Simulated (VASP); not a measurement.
# Si (P1) in VASP: single point with PBE

Aim: the single point of Si with PBE.

Program: VASP 6.6.1. These are calculated values, not measurements. Logs are shortened: lines on timing, memory, paths and dates and some standing lists are left out, and cuts for length are marked.

## Step 1: The cell of the first run

The typed cell holds 8 atoms: a = 5.431 Å, b = 5.431 Å, c = 5.431 Å, α = 90.00°, β = 90.00°, γ = 90.00°.

## Step 2: Single point, PBE

File INCAR:

```
SYSTEM = Si
  ALGO = Normal
  EDIFF = 1E-6
  ENCUT = 500
  GGA = PE
  GGA_COMPAT = .False.
  ISIF = 2
  ISMEAR = 0
  LASPH = .True.
  LCHARG = .False.
  LREAL = .False.
  LWAVE = .False.
  NBANDS = 26
  NELM = 120
  PREC = Accurate
  SIGMA = 0.01
```

File KPOINTS:

```
k-points
0
Gamma
  1 1 1
  0 0 0
```

File POSCAR:

```
Si
1.0
    5.4310000000      0.0000000000      0.0000000000
    0.0000000000      5.4310000000      0.0000000000
    0.0000000000      0.0000000000      5.4310000000
Si
8
Direct
    0.0100320000     -0.0001220000      0.0001860000
    0.0001700000      0.4899870000      0.5000650000
    0.4998860000     -0.0001110000      0.5149150000
    0.5000770000      0.4998850000      0.0001880000
    0.2498280000      0.2598770000      0.2498360000
    0.2501080000      0.7499470000      0.7399890000
    0.7599300000      0.2500550000      0.7499620000
    0.7498830000      0.7499720000      0.2499220000
```

Potentials or basis: VASP PAW PBE potentials, release 64 (Si).

On the command line:

```
> cat potpaw_PBE.64/Si/POTCAR > POTCAR
> mpirun -np 1 vasp_gam > vasp.out
```

OUTCAR:

```text
SYSTEM = Si
   EDIFF = 1E-6
   ENCUT = 500
   GGA = PE
   ISIF = 2
   ISMEAR = 0
   LASPH = .True.
   LREAL = .False.
   NELM = 120
   PREC = Accurate

 ion  position               nearest neighbor table
   1  0.010  1.000  0.000-   5 2.35   7 2.35   6 2.35   8 2.38
   2  0.000  0.490  0.500-   7 2.29   5 2.29   6 2.35   8 2.38
   3  0.500  1.000  0.515-   6 2.28   7 2.34   8 2.40   5 2.43
   4  0.500  0.500  0.000-   5 2.32   8 2.35   7 2.38   6 2.38
   5  0.250  0.260  0.250-   2 2.29   4 2.32   1 2.35   3 2.43
   6  0.250  0.750  0.740-   3 2.28   2 2.35   1 2.35   4 2.38
   7  0.760  0.250  0.750-   2 2.29   3 2.34   1 2.35   4 2.38
   8  0.750  0.750  0.250-   4 2.35   1 2.38   2 2.38   3 2.40

  LATTYP: Found a simple cubic cell.
 ALAT       =     5.4310000000

  Lattice vectors:

 A1 = (   5.4310000000,   0.0000000000,   0.0000000000)
 A2 = (   0.0000000000,   5.4310000000,   0.0000000000)
 A3 = (   0.0000000000,   0.0000000000,   5.4310000000)

Analysis of symmetry for initial positions (statically):
=====================================================================
 Subroutine PRICEL returns:
 Original cell was already a primitive cell.

 Routine SETGRP: Setting up the symmetry group for a
 simple cubic supercell.

 Subroutine GETGRP returns: Found  1 space group operations
 (whereof  1 operations were pure point group operations)
 out of a pool of 48 trial point group operations.

The static configuration has the point symmetry C_1 .

Analysis of symmetry for dynamics (positions and initial velocities):
=====================================================================
 Subroutine PRICEL returns:
 Original cell was already a primitive cell.

 Routine SETGRP: Setting up the symmetry group for a
 simple cubic supercell.

 Subroutine GETGRP returns: Found  1 space group operations
 (whereof  1 operations were pure point group operations)
 out of a pool of 48 trial point group operations.

The dynamic configuration has the point symmetry C_1 .

 Subroutine INISYM returns: Found  1 space group operations
 (whereof  1 operations are pure point group operations),
 and found     1 'primitive' translations

----------------------------------------------------------------------------------------

                                     Primitive cell

  volume of cell :     160.1915

  direct lattice vectors                    reciprocal lattice vectors
     5.431000000  0.000000000  0.000000000     0.184128153  0.000000000  0.000000000
     0.000000000  5.431000000  0.000000000     0.000000000  0.184128153  0.000000000
     0.000000000  0.000000000  5.431000000     0.000000000  0.000000000  0.184128153

  length of vectors
     5.431000000  5.431000000  5.431000000     0.184128153  0.184128153  0.184128153

  position of ions in fractional coordinates (direct lattice)
     0.010032000  0.999878000  0.000186000
     0.000170000  0.489987000  0.500065000
     0.499886000  0.999889000  0.514915000
     0.500077000  0.499885000  0.000188000
     0.249828000  0.259877000  0.249836000
     0.250108000  0.749947000  0.739989000
     0.759930000  0.250055000  0.749962000
     0.749883000  0.749972000  0.249922000

  ion indices of the primitive-cell ions
   primitive index   ion index
                 1           1
                 2           2
                 3           3
                 4           4
                 5           5
                 6           6
                 7           7
                 8           8

----------------------------------------------------------------------------------------

 KPOINTS: k-points

Automatic generation of k-mesh.
 Grid dimensions read from file:
 generate k-points for:    1    1    1

 Generating k-lattice:

  Cartesian coordinates                     Fractional coordinates (reciprocal lattice)
     0.184128153  0.000000000  0.000000000     1.000000000  0.000000000  0.000000000
     0.000000000  0.184128153  0.000000000     0.000000000  1.000000000  0.000000000
     0.000000000  0.000000000  0.184128153     0.000000000  0.000000000  1.000000000

  Length of vectors
     0.184128153  0.184128153  0.184128153

  Shift w.r.t. Gamma in fractional coordinates (k-lattice)
     0.000000000  0.000000000  0.000000000

 Subroutine IBZKPT returns following result:
 ===========================================

 Found      1 irreducible k-points:

 Following reciprocal coordinates:
            Coordinates               Weight
  0.000000  0.000000  0.000000      1.000000
   k-points           NKPTS =      1   k-points in BZ     NKDIM =      1   number of bands    NBANDS=     26
   number of dos      NEDOS =    301   number of ions     NIONS =      8
   total plane-waves  NPLWV =  64000
   dimension x,y,z NGX =    40 NGY =   40 NGZ =   40
   dimension x,y,z NGXF=    80 NGYF=   80 NGZF=   80
   ions per type =               8
   NGX,Y,Z   is equivalent  to a cutoff of  12.24, 12.24, 12.24 a.u.
   NGXF,Y,Z  is equivalent  to a cutoff of  24.49, 24.49, 24.49 a.u.
 SYSTEM =  Si
   PREC   = accura    normal or accurate (medium, high low for compatibility)
   ISTART =      0    job   : 0-new  1-cont  2-samecut
   ICHARG =      2    charge: 1-file 2-atom 10-const
   ISPIN  =      1    spin polarized calculation?
   LNONCOLLINEAR =      F non collinear calculations
   LSORBIT =      F    spin-orbit coupling
   LASPH  =      T    aspherical Exc in radial PAW
   ENCUT  =  500.0 eV  36.75 Ry    6.06 a.u.   9.90  9.90  9.90*2*pi/ulx,y,z
   NELM   =    120;   NELMIN=  2; NELMDL= -5     # of ELM steps
   EDIFF  = 0.1E-05   stopping-criterion for ELM
   LREAL  =      F    real-space projection
   EDIFFG = 0.1E-04   stopping-criterion for IOM
   NSW    =      0    number of steps for IOM
   IBRION =     -1    ionic relax: 0-MD 1-quasi-New 2-CG
   NFREE  =      0    steps in history (QN), initial steepest desc. (CG)
   ISIF   =      2    stress and relaxation
   ISYM   =      2    0-nonsym 1-usesym 2-fastsym
   POTIM  = 0.5000    time-step for ionic-motion
   TEBEG  =    0.0;   TEEND  =   0.0 temperature during run
   PSTRESS=    0.0 pullay stress
   NELECT =      32.0000    total number of electrons
   NUPDOWN=      -1.0000    fix difference up-down
   EMIN   =  10.00;   EMAX   =-10.00  energy-range for DOS
   EFERMI =   0.00;   METHOD = LEGACY
   ISMEAR =     0;   SIGMA  =   0.01  broadening in eV -4-tet -1-fermi 0-gaus
   EFERMI_NEDOS =   21; number of points for ismear=-14 and -15
   IALGO  =     38    algorithm
   IMIX   =      4    mixing-type and parameters
     AMIX     =   0.40;   BMIX     =  1.00
     AMIX_MAG =   1.60;   BMIX_MAG =  1.00
  volume/ion in A,a.u.               =      20.02       135.13
  Fermi-wavevector in a.u.,A,eV,Ry     =   0.956999  1.808467 12.460868  0.915848
  Thomas-Fermi vector in A             =   2.085978
   LORBIT       =      0    0 simple, 1 ext, 2 COOP (PROOUT), +10 PAW based schemes
   GGA     = PE    functional components
   LHFCALC =     F    Hartree Fock is set to
   AEXX    =    0.0000 exact exchange contribution
   IVDW    =     0    specifies the selected vdW correction
   LEPSILON=     F    determine dielectric tensor
   LRPA    =     F    only Hartree local field effects (RPA)
 non-spin polarized calculation
 Gauss-broadening in eV      SIGMA  =   0.01
  energy-cutoff  :      500.00
  volume of cell :      160.19
 maximum number of plane-waves:      2034
 NGX is ok and might be reduce to    40
   NGX = 19   NGY = 19   NGZ = 19

 number of electron      32.0000003 magnetization

 Free energy of the ion-electron system (eV)
  ---------------------------------------------------
  ext. energy  EPLUGINS =         0.00000000
  ---------------------------------------------------
  free energy    TOTEN  =       -33.06384364 eV

  energy without entropy =      -33.06384364  energy(sigma->0) =      -33.06384364

 E-fermi :   6.4088     XC(G=0):  -9.1985

 val. band max:        6.3279365199   @ k =   0.0000   0.0000   0.0000
 cond. band min:       6.5870243760   @ k =   0.0000   0.0000   0.0000
 fundamental gap:      0.2590878561
 Fermi energy:         6.4088109330

 k-point     1 :       0.0000    0.0000    0.0000
  band No.  band energies     occupation
      1      -5.8859      2.00000
      2      -1.9269      2.00000
      3      -1.8382      2.00000
      4      -1.7396      2.00000
      5      -1.6780      2.00000
      6      -1.5919      2.00000
[... 18 lines left out ...]
     25       8.7080      0.00000
     26       9.5226      0.00000

------------------------ aborting loop because EDIFF is reached ----------------------------------------

  FORCE on cell =-STRESS in cart. coord.  units (eV):
  Direction    XX          YY          ZZ          XY          YZ          ZX
  --------------------------------------------------------------------------------------
  -------------------------------------------------------------------------------------
  Total       10.9271743     10.6161104     10.8081304      1.5107855     -0.0364850     -1.0776020
  in kB      109.2896523    106.1785031    108.0990180     15.1103309     -0.3649097    -10.7777864
  external PRESSURE =     107.8557245 kB  Pullay stress =       0.0000000 kB

 VOLUME and BASIS-vectors are now :
 -----------------------------------------------------------------------------
  energy-cutoff  :      500.00
  volume of cell :      160.19
      direct lattice vectors                 reciprocal lattice vectors
     5.431000000  0.000000000  0.000000000     0.184128153  0.000000000  0.000000000
     0.000000000  5.431000000  0.000000000     0.000000000  0.184128153  0.000000000
     0.000000000  0.000000000  5.431000000     0.000000000  0.000000000  0.184128153

 POSITION                                       TOTAL-FORCE (eV/Angst)
 -----------------------------------------------------------------------------------
      0.05448      5.43034      0.00101         0.156299     -0.083194     -0.017229
      0.00092      2.66112      2.71585        -0.339584      0.866042     -0.598820
      2.71488      5.43040      2.79650         0.315809      0.756079     -0.885264
      2.71592      2.71488      0.00102         0.196745      0.352764     -0.754717
      1.35682      1.41139      1.35686         0.505329     -0.772344      0.397983
      1.35834      4.07296      4.01888        -0.430462     -0.937662      0.562886
      4.12718      1.35805      4.07304        -0.211221     -0.326314      0.949448
      4.07261      4.07310      1.35733        -0.192914      0.144629      0.345713
 -----------------------------------------------------------------------------------
    total drift:                                0.000043      0.000005     -0.000023

  FREE ENERGIE OF THE ION-ELECTRON SYSTEM (eV)
  ---------------------------------------------------
  free  energy   TOTEN  =       -33.0638436449 eV

  energy  without entropy=      -33.0638436449  energy(sigma->0) =      -33.06384364
```

Wall time 10 s (1 thread of Intel Xeon 6975P-C, shared host); peak memory 0.21 GiB.

Results:

```yaml
Free_energy: -33.0638 eV
Pressure: 10.8 GPa
Largest_force: 1.206 eV/Å
Band_gap_on_the_k_mesh: 0.26 eV
```

Forces on the atoms (eV/Å):
```
Si   0.156 -0.083 -0.017
Si  -0.340  0.866 -0.599
Si   0.316  0.756 -0.885
Si   0.197  0.353 -0.755
Si   0.505 -0.772  0.398
Si  -0.430 -0.938  0.563
Si  -0.211 -0.326  0.949
Si  -0.193  0.145  0.346
```

Levels at points of the mesh, in eV from the valence-band top:
```
           k point  band 14  band 15  band 16  band 17  band 18  band 19
(0.00, 0.00, 0.00)    -0.40    -0.19     0.00     0.26     0.33     0.39
```

Caveat: the k points lie up to 1.16 Å⁻¹ apart; forces of over 1 eV/Å act on the atoms, so gaps and moduli don't describe the material at rest. A k mesh can miss the band edges.
